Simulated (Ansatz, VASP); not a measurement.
ZnSnP2 in VASP and in Ansatz

```
Zn Sn P
1.0
    -2.82521    2.82521    5.66357
     2.82521   -2.82521    5.66357
     2.82521    2.82521   -5.66357
Zn Sn P
2 2 4
Direct
  0.75000 0.25000 0.50000
  0.00000 0.00000 0.00000
  0.25000 0.75000 0.50000
  0.50000 0.50000 0.00000
  0.37500 0.35326 0.47826
  0.64674 0.12500 0.02174
  0.10326 0.62500 0.97826
  0.87500 0.89674 0.52174
```

Alike in both runs: task single point; functional LDA; k mesh 6 × 6 × 6; no spin polarisation.

```csv
,VASP,Ansatz
version,VASP 6.6.1,Ansatz 0.2.0
potentials or method,"VASP PAW LDA potentials, release 64 (Zn, Sn_d, P)","plane waves, PAW"
plane-wave cutoff (eV),500,420
occupations,"gaussian, width 0.01 eV",fixed
valence electrons in the cell,72,72
```

```tsv
	VASP	Ansatz	Ansatz less VASP
gap on the k mesh at the Fermi level (eV)	0.68	0.64	-0.034
pressure (GPa)	-2.7	-2.8	-0.08
rms of the force components (eV/Å)	0.052	0.062	+0.0097
```

LDA's correlation is that of Perdew and Zunger in VASP and of Perdew and Wang (1992) in Ansatz. Atom by atom the forces differ by 0.010 eV/Å (rms over components).
